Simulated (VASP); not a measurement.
# Ni in VASP: notebook

Runs on Ni. Level: PBEsol. Tasks: single point, relaxation of cell and atoms.

Program: VASP 6.6.1. These are calculated values, not measurements. Logs are shortened: lines on timing, memory, paths and dates and some standing lists are left out, and cuts for length are marked.

### Step 1. The cell of the first run

The structure is cubic, space group Fm-3m (No. 225). The conventional cell has a = 3.592 Å, b = 3.592 Å, c = 3.592 Å, α = 90.00°, β = 90.00°, γ = 90.00°. Within 3.4 Å of Ni (site symmetry m-3m) lie 12 Ni at 2.54 Å.

### Step 2. Single point, PBEsol (volume scaled by 1.12)

INCAR reads:

```
SYSTEM = Ni
ALGO = Normal ; EDIFF = 1E-6
ENCUT = 520 ; GGA = PS
ISIF = 2 ; ISMEAR = -1
LASPH = .True. ; LCHARG = .False.
LREAL = .False. ; LWAVE = .False.
NBANDS = 11 ; NELM = 80
PREC = Accurate ; SIGMA = 0.1
```

KPOINTS reads:

```
k-points
0
Gamma
  26 26 26
  0 0 0
```

POSCAR reads:

```
Ni
1.0
    0.0000000000      1.7962463894      1.7962463894
    1.7962463894      0.0000000000      1.7962463894
    1.7962463894      1.7962463894      0.0000000000
Ni
1
Direct
    0.0000000000      0.0000000000      0.0000000000
```

Potentials or basis: VASP PAW PBE potentials, release 64 (Ni).

The run is started by

```sh
cat potpaw_PBE.64/Ni/POTCAR > POTCAR
mpirun -np 1 vasp_std > vasp.out
```

OUTCAR:

```text
SYSTEM = Ni
   EDIFF = 1E-6
   ENCUT = 520
   GGA = PS
   ISIF = 2
   ISMEAR = -1
   LASPH = .True.
   LREAL = .False.
   NELM = 80
   PREC = Accurate

 ion  position               nearest neighbor table
   1  0.000  0.000  0.000-

  LATTYP: Found a face centered cubic cell.
 ALAT       =     3.5924927788

  Lattice vectors:

 A1 = (   0.0000000000,   1.7962463894,   1.7962463894)
 A2 = (   1.7962463894,   0.0000000000,   1.7962463894)
 A3 = (   1.7962463894,   1.7962463894,   0.0000000000)

Analysis of symmetry for initial positions (statically):
[... 33 lines left out ...]
                                     Primitive cell

  volume of cell :      11.5912

  direct lattice vectors                    reciprocal lattice vectors
     0.000000000  1.796246389  1.796246389    -0.278358249  0.278358249  0.278358249
     1.796246389  0.000000000  1.796246389     0.278358249 -0.278358249  0.278358249
     1.796246389  1.796246389  0.000000000     0.278358249  0.278358249 -0.278358249

  length of vectors
     2.540276005  2.540276005  2.540276005     0.482130630  0.482130630  0.482130630

  position of ions in fractional coordinates (direct lattice)
     0.000000000  0.000000000  0.000000000

  ion indices of the primitive-cell ions
   primitive index   ion index
                 1           1

----------------------------------------------------------------------------------------

 KPOINTS: k-points

Automatic generation of k-mesh.
 Grid dimensions read from file:
 generate k-points for:   26   26   26

 Generating k-lattice:

  Cartesian coordinates                     Fractional coordinates (reciprocal lattice)
    -0.010706087  0.010706087  0.010706087     0.038461538  0.000000000  0.000000000
     0.010706087 -0.010706087  0.010706087     0.000000000  0.038461538  0.000000000
     0.010706087  0.010706087 -0.010706087     0.000000000  0.000000000  0.038461538

  Length of vectors
     0.018543486  0.018543486  0.018543486

  Shift w.r.t. Gamma in fractional coordinates (k-lattice)
     0.000000000  0.000000000  0.000000000

 Subroutine IBZKPT returns following result:
 ===========================================

 Found    511 irreducible k-points:

 Following reciprocal coordinates:
            Coordinates               Weight
  0.000000  0.000000  0.000000      1.000000
  0.038462  0.000000  0.000000      8.000000
  0.076923  0.000000  0.000000      8.000000
  0.115385  0.000000  0.000000      8.000000
  0.153846  0.000000  0.000000      8.000000
  0.192308  0.000000  0.000000      8.000000
[... 16 lines left out ...]
  0.346154  0.038462  0.000000     24.000000
  0.384615  0.038462  0.000000     24.000000
 [... further k-points ...]
   k-points           NKPTS =    511   k-points in BZ     NKDIM =    511   number of bands    NBANDS=     11
   number of dos      NEDOS =    301   number of ions     NIONS =      1
   total plane-waves  NPLWV =   8000
   dimension x,y,z NGX =    20 NGY =   20 NGZ =   20
   dimension x,y,z NGXF=    40 NGYF=   40 NGZF=   40
   ions per type =               1
   NGX,Y,Z   is equivalent  to a cutoff of  13.09, 13.09, 13.09 a.u.
   NGXF,Y,Z  is equivalent  to a cutoff of  26.18, 26.18, 26.18 a.u.
 SYSTEM =  Ni
   PREC   = accura    normal or accurate (medium, high low for compatibility)
   ISTART =      0    job   : 0-new  1-cont  2-samecut
   ICHARG =      2    charge: 1-file 2-atom 10-const
   ISPIN  =      1    spin polarized calculation?
   LNONCOLLINEAR =      F non collinear calculations
   LSORBIT =      F    spin-orbit coupling
   LASPH  =      T    aspherical Exc in radial PAW
   ENCUT  =  520.0 eV  38.22 Ry    6.18 a.u.   4.72  4.72  4.72*2*pi/ulx,y,z
   NELM   =     80;   NELMIN=  2; NELMDL= -5     # of ELM steps
   EDIFF  = 0.1E-05   stopping-criterion for ELM
   LREAL  =      F    real-space projection
   EDIFFG = 0.1E-04   stopping-criterion for IOM
   NSW    =      0    number of steps for IOM
   IBRION =     -1    ionic relax: 0-MD 1-quasi-New 2-CG
   NFREE  =      0    steps in history (QN), initial steepest desc. (CG)
   ISIF   =      2    stress and relaxation
   ISYM   =      2    0-nonsym 1-usesym 2-fastsym
   POTIM  = 0.5000    time-step for ionic-motion
   TEBEG  =    0.0;   TEEND  =   0.0 temperature during run
   PSTRESS=    0.0 pullay stress
   NELECT =      10.0000    total number of electrons
   NUPDOWN=      -1.0000    fix difference up-down
   EMIN   =  10.00;   EMAX   =-10.00  energy-range for DOS
   EFERMI =   0.00;   METHOD = LEGACY
   ISMEAR =    -1;   SIGMA  =   0.10  broadening in eV -4-tet -1-fermi 0-gaus
   EFERMI_NEDOS =   21; number of points for ismear=-14 and -15
   IALGO  =     38    algorithm
   IMIX   =      4    mixing-type and parameters
     AMIX     =   0.40;   BMIX     =  1.00
     AMIX_MAG =   1.60;   BMIX_MAG =  1.00
  volume/ion in A,a.u.               =      11.59        78.22
  Fermi-wavevector in a.u.,A,eV,Ry     =   1.558472  2.945084 33.046294  2.428834
  Thomas-Fermi vector in A             =   2.661971
   LORBIT       =      0    0 simple, 1 ext, 2 COOP (PROOUT), +10 PAW based schemes
   GGA     = PS    functional components
   LHFCALC =     F    Hartree Fock is set to
   AEXX    =    0.0000 exact exchange contribution
   IVDW    =     0    specifies the selected vdW correction
   LEPSILON=     F    determine dielectric tensor
   LRPA    =     F    only Hartree local field effects (RPA)
 non-spin polarized calculation
  energy-cutoff  :      520.00
  volume of cell :       11.59
 maximum number of plane-waves:       331
   NGX =  9   NGY =  9   NGZ =  9

 number of electron      10.0000000 magnetization

 number of electron       9.9999991 magnetization

 Free energy of the ion-electron system (eV)
  ---------------------------------------------------
  ext. energy  EPLUGINS =         0.00000000
  ---------------------------------------------------
  free energy    TOTEN  =        -6.04962637 eV

  energy without entropy =       -5.95662962  energy(sigma->0) =       -6.00312799

 E-fermi :   8.1581     XC(G=0): -13.0618

 val. band max:        8.1573239137   @ k =   0.3846   0.1154   0.0000
 cond. band min:       8.1592976358   @ k =   0.5000   0.2308   0.0000
 fundamental gap:      0.0019737222
 Fermi energy:         8.1580551161

 k-point     1 :       0.0000    0.0000    0.0000
  band No.  band energies     occupation
      1      -0.3092      2.00000
      2       6.4392      2.00000
      3       6.4392      2.00000
      4       6.4392      2.00000
      5       7.4516      1.99829
      6       7.4516      1.99829
      7      31.4172      0.00000
      8      34.8317      0.00000
      9      34.8317      0.00000
     10      34.8317      0.00000
     11      37.6298      0.00000

 k-point     2 :       0.0385    0.0000    0.0000
  band No.  band energies     occupation
      1      -0.2538      2.00000
      2       6.4246      2.00000
      3       6.4515      2.00000
      4       6.4515      2.00000
      5       7.4462      1.99838
      6       7.4462      1.99838
      7      31.2455      0.00000
      8      33.9236      0.00000
      9      34.6757      0.00000
     10      34.6757      0.00000
     11      37.8554      0.00000

 k-point     3 :       0.0769    0.0000    0.0000
  band No.  band energies     occupation
      1      -0.0886      2.00000
      2       6.3826      2.00000
      3       6.4863      2.00000
      4       6.4863      2.00000
      5       7.4323      1.99859
      6       7.4323      1.99859
      7      30.4337      0.00000
      8      32.8186      0.00000
      9      34.3147      0.00000
     10      34.3147      0.00000
     11      38.4098      0.00000

 k-point     4 :       0.1154    0.0000    0.0000
  band No.  band energies     occupation
      1       0.1834      2.00000
      2       6.3189      2.00000
      3       6.5365      2.00000
      4       6.5365      2.00000
      5       7.4167      1.99880
      6       7.4167      1.99880
      7      28.8202      0.00000
      8      32.3612      0.00000
      9      33.8950      0.00000
     10      33.8950      0.00000
     11      38.9208      0.00000

 k-point     5 :       0.1538    0.0000    0.0000
  band No.  band energies     occupation
      1       0.5563      2.00000
      2       6.2426      2.00000
      3       6.5892      2.00000
      4       6.5892      2.00000
      5       7.4115      1.99886
      6       7.4115      1.99886
      7      26.9211      0.00000
      8      32.1320      0.00000
      9      33.4877      0.00000
     10      33.4877      0.00000
     11      38.8745      0.00000

 k-point     6 :       0.1923    0.0000    0.0000
  band No.  band energies     occupation
      1       1.0202      2.00000
      2       6.1670      2.00000
      3       6.6271      2.00000
      4       6.6271      2.00000
      5       7.4330      1.99858
      6       7.4330      1.99858
      7      24.9841      0.00000
      8      31.9002      0.00000
      9      33.1204      0.00000
     10      33.1204      0.00000
     11      38.9045      0.00000

 k-point     7 :       0.2308    0.0000    0.0000
  band No.  band energies     occupation
      1       1.5593      2.00000
      2       6.1107      2.00000
      3       6.6360      2.00000
      4       6.6360      2.00000
      5       7.4932      1.99741
      6       7.4932      1.99741
      7      23.0806      0.00000
      8      31.6147      0.00000
      9      32.8027      0.00000
     10      32.8027      0.00000
     11      38.5978      0.00000

 k-point     8 :       0.2692    0.0000    0.0000
  band No.  band energies     occupation
      1       2.1464      2.00000
      2       6.1009      2.00000
      3       6.6147      2.00000
      4       6.6147      2.00000
      5       7.5902      1.99319
      6       7.5902      1.99319
      7      21.2405      0.00000
      8      31.2844      0.00000
      9      32.5370      0.00000
     10      32.5370      0.00000
     11      37.7326      0.00000
[... 141 lines left out ...]
 k-point    19 :       0.1923    0.0385    0.0000
  band No.  band energies     occupation
      1       0.9027      2.00000
      2       6.1678      2.00000
      3       6.6299      2.00000
      4       6.6348      2.00000
      5       7.3450      1.99941
      6       7.4959      1.99734
      7      25.6653      0.00000
      8      31.5508      0.00000
      9      32.0367      0.00000
     10      34.8551      0.00000
     11      37.3052      0.00000

 k-point    20 :       0.2308    0.0385    0.0000
  band No.  band energies     occupation
      1       1.4178      2.00000
      2       6.1019      2.00000
      3       6.6437      2.00000
      4       6.6538      2.00000
      5       7.3921      1.99906
      6       7.5511      1.99539
      7      23.7462      0.00000
      8      31.2735      0.00000
      9      31.6699      0.00000
     10      34.5995      0.00000
     11      36.9463      0.00000

 k-point    21 :       0.2692    0.0385    0.0000
  band No.  band energies     occupation
      1       1.9912      2.00000
      2       6.0703      2.00000
      3       6.6222      2.00000
      4       6.6435      2.00000
      5       7.4890      1.99752
      6       7.6386      1.98897
      7      21.8819      0.00000
      8      30.9791      0.00000
      9      31.3764      0.00000
     10      34.1982      0.00000
     11      36.5124      0.00000

 k-point    22 :       0.3077    0.0385    0.0000
  band No.  band energies     occupation
      1       2.5847      2.00000
      2       6.1069      2.00000
      3       6.5765      2.00000
      4       6.6101      2.00000
      5       7.6232      1.99053
      6       7.7481      1.96738
      7      20.0950      0.00000
      8      30.6788      0.00000
      9      31.1593      0.00000
     10      33.7052      0.00000
     11      36.0669      0.00000

 k-point    23 :       0.3462    0.0385    0.0000
  band No.  band energies     occupation
      1       3.1375      2.00000
      2       6.2590      2.00000
      3       6.5217      2.00000
      4       6.5643      2.00000
      5       7.7791      1.95580
      6       7.8637      1.89991
      7      18.4068      0.00000
      8      30.3897      0.00000
      9      31.0228      0.00000
     10      33.1684      0.00000
     11      35.6995      0.00000

 k-point    24 :       0.3846    0.0385    0.0000
  band No.  band energies     occupation
      1       3.5761      2.00000
      2       6.4647      2.00000
      3       6.5165      2.00000
      4       6.5739      2.00000
      5       7.9489      1.78012
      6       7.9699      1.73566
      7      16.8479      0.00000
      8      30.1298      0.00000
      9      30.9723      0.00000
     10      32.6328      0.00000
     11      35.4542      0.00000

 [... further k-points ...]
[... 5 lines left out ...]
  --------------------------------------------------------------------------------------
  -------------------------------------------------------------------------------------
  Total       -1.4151557     -1.4151557     -1.4151557      0.0000000     -0.0000000      0.0000000
  in kB     -195.6082089   -195.6082089   -195.6082089      0.0000000     -0.0000000      0.0000000
  external PRESSURE =    -195.6082089 kB  Pullay stress =       0.0000000 kB

 VOLUME and BASIS-vectors are now :
 -----------------------------------------------------------------------------
  energy-cutoff  :      520.00
  volume of cell :       11.59
      direct lattice vectors                 reciprocal lattice vectors
     0.000000000  1.796246389  1.796246389    -0.278358249  0.278358249  0.278358249
     1.796246389  0.000000000  1.796246389     0.278358249 -0.278358249  0.278358249
     1.796246389  1.796246389  0.000000000     0.278358249  0.278358249 -0.278358249

 POSITION                                       TOTAL-FORCE (eV/Angst)
 -----------------------------------------------------------------------------------
      0.00000      0.00000      0.00000        -0.000000      0.000000      0.000000
 -----------------------------------------------------------------------------------
    total drift:                               -0.000000     -0.000000     -0.000000

  FREE ENERGIE OF THE ION-ELECTRON SYSTEM (eV)
  ---------------------------------------------------
  free  energy   TOTEN  =        -6.0496263662 eV

  energy  without entropy=       -5.9566296230  energy(sigma->0) =       -6.00312799
```

Wall time 32 s (1 thread of AMD EPYC 9R45 (Zen 5), shared host); peak memory 0.15 GiB.

Results:

| Quantity | Value |
| --- | --- |
| Free energy | -6.0496 eV |
| Pressure | -19.6 GPa |
| Band gap on the k mesh | zero (band 5 reaches 8.28 eV, above the bottom of band 6 at 7.41 eV) |

Caveat: the cell differs from its parent crystal (volume scaled by 1.12); the PAW data sets were made with another functional, which shifts forces and pressure a little; the run has no spin polarisation, though such a crystal can be magnetic.

### Step 3. Single point, PBEsol, non-collinear spin, zero start, spin-orbit coupling

This run uses another cell than the first one, of 10.35 Å³/atom, 0.893 times its volume.

INCAR reads:

```
SYSTEM = Ni
  ALGO = Normal
  EDIFF = 1E-7
  ENCUT = 520
  GGA = PS
  GGA_COMPAT = .False.
  ISIF = 2
  ISMEAR = -1
  LASPH = .True.
  LCHARG = .True.
  LMAXMIX = 4
  LNONCOLLINEAR = .True.
  LORBIT = 11
  LORBMOM = .True.
  LREAL = .False.
  LSORBIT = .True.
  LVHAR = .True.
  LWAVE = .False.
  MAGMOM = 0 0 0
  NBANDS = 21
  NELM = 150
  PREC = Accurate
  SIGMA = 0.1
```

KPOINTS reads:

```
k-points
0
Gamma
  16 16 16
  0 0 0
```

POSCAR reads:

```
Ni
1.0
    0.0000000000      1.7296566487      1.7296566487
    1.7296566487      0.0000000000      1.7296566487
    1.7296566487      1.7296566487      0.0000000000
Ni
1
Direct
    0.0000000000      0.0000000000      0.0000000000
```

Potentials or basis: VASP PAW PBE potentials, release 64 (Ni).

The run is started by

```sh
cat potpaw_PBE.64/Ni/POTCAR > POTCAR
mpirun -np 1 vasp_ncl > vasp.out
```

Run time: 33 s. Hardware: 1 thread of AMD EPYC 9R45 (Zen 5), shared host; peak memory 0.14 GiB.

The run converged. Its results:

```yaml
Free_energy: -6.1434 eV
Pressure: 0.2 GPa
Net_moment: 0.00 μB per cell
Valence_electrons_inside_the_program's_atomic_spheres: Ni 9.41
```

Moments on the atoms (μB; x, y, z):
```
Ni  0.00 0.00 0.00
```

Caveat: the PAW data sets were made with another functional, which shifts forces and pressure a little.

[end of part 1 of 3]
